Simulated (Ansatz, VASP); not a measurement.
# Al: VASP beside Ansatz

Contents of INCAR:

```
SYSTEM = Al
PREC = Accurate
ENCUT = 520
EDIFF = 1E-7
ISMEAR = 0
SIGMA = 0.15
LREAL = .False.
LASPH = .True.
NELM = 80
ALGO = Normal
ISIF = 2
LWAVE = .False.
LCHARG = .False.
NBANDS = 8
```

File KPOINTS:

```
Automatic mesh
0
Gamma
  22 22 22
  0 0 0
```

POSCAR

```
Al
1.0
   -1.5271858517      1.5271858517      1.6456954737
    1.5271858517     -1.5271858517      1.6456954737
    1.5271858517      1.5271858517     -1.6456954737
Al
1
Direct
    0.0000000000      0.0000000000      0.0000000000
```

Input for Ansatz:

```yaml
crystal:
  lattice:
    - [-1.5271858517, 1.5271858517, 1.6456954737]
    - [1.5271858517, -1.5271858517, 1.6456954737]
    - [1.5271858517, 1.5271858517, -1.6456954737]
  atoms:
    - { symbol: Al, position: [0.0, 0.0, 0.0] }
basis:
  ecutwfc: 420
kpoints:
  mp_grid: { grid: [22, 22, 22] }
hamiltonian:
  xc: lda
scf:
  occupations: { method: gaussian, width: 0.15 }
output:
  forces: true
  stress: true
  eigenvalues: true
  write_density: true
  write_potential: true
  elf: true
  volumetric_format: npy
```

Alike in both runs: task single point; functional LDA; k mesh 22 × 22 × 22; occupations gaussian, width 0.15 eV; no spin polarisation.

|  | VASP | Ansatz |
| --- | --- | --- |
| version | VASP 6.6.1 | Ansatz 0.2.0 |
| potentials or method | VASP PAW LDA potentials, release 64 (Al), cutoff 520 eV | scalar-relativistic, plane waves, PAW |
| valence electrons in the cell | 3 | 3 |

Ansatz gave:

- gap on the k mesh at the Fermi level (eV): none
- pressure (GPa): 4.4
- traceless stress, the component that is largest in VASP (GPa): 2.47

Q: What did VASP give for the same quantities?

A: gap on the k mesh at the Fermi level (eV): none; pressure (GPa): 4.5; traceless stress, the component that is largest in VASP (GPa): 2.48.

LDA's correlation is that of Perdew and Zunger in VASP and of Perdew and Wang (1992) in Ansatz. A gap of «none» marks a metal or a gap that the smearing closes.
